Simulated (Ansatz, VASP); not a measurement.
# MgO in VASP and in Ansatz

```xyz
4
Lattice="3.3153 0.0000 0.0000 -1.6576 2.8711 0.0000 0.0000 0.0000 5.1215" Properties=species:S:1:pos:R:3 pbc="T T T"
Mg    0.0000    1.9141   -0.1176
Mg    1.6576    0.9570    2.4431
O     0.0000    1.9141    2.0398
O     1.6576    0.9570    4.6006
```

Alike in both runs: task single point; functional PBE; k mesh 9 × 9 × 6; occupations gaussian, width 0.05 eV; no spin polarisation.

|  | VASP | Ansatz |
| --- | --- | --- |
| version | VASP 6.6.1 | Ansatz 0.2.0 |
| potentials or method | VASP PAW PBE potentials, release 64 (Mg, O), cutoff 520 eV | scalar-relativistic, plane waves, PAW |
| valence electrons in the cell | 16 | 32 |

Ansatz gave:

```
gap on the k mesh at the Fermi level (eV)                     : 3.19
least direct gap on the mesh (eV)                             : 3.19
pressure (GPa)                                                : 0.4
traceless stress, the component that is largest in VASP (GPa) : -6.92
rms of the force components (eV/Å)                            : 0.338
```

**Question.** Which values does VASP return?

**Answer.** gap on the k mesh at the Fermi level (eV): 3.17; least direct gap on the mesh (eV): 3.17; pressure (GPa): 0.0; traceless stress, the component that is largest in VASP (GPa): -6.96; rms of the force components (eV/Å): 0.342.

Atom by atom the forces differ by 0.004 eV/Å (rms over components). VASP's potentials hold 16 valence electrons a cell and Ansatz's 32, so a difference there can come from the potentials and not from the codes.
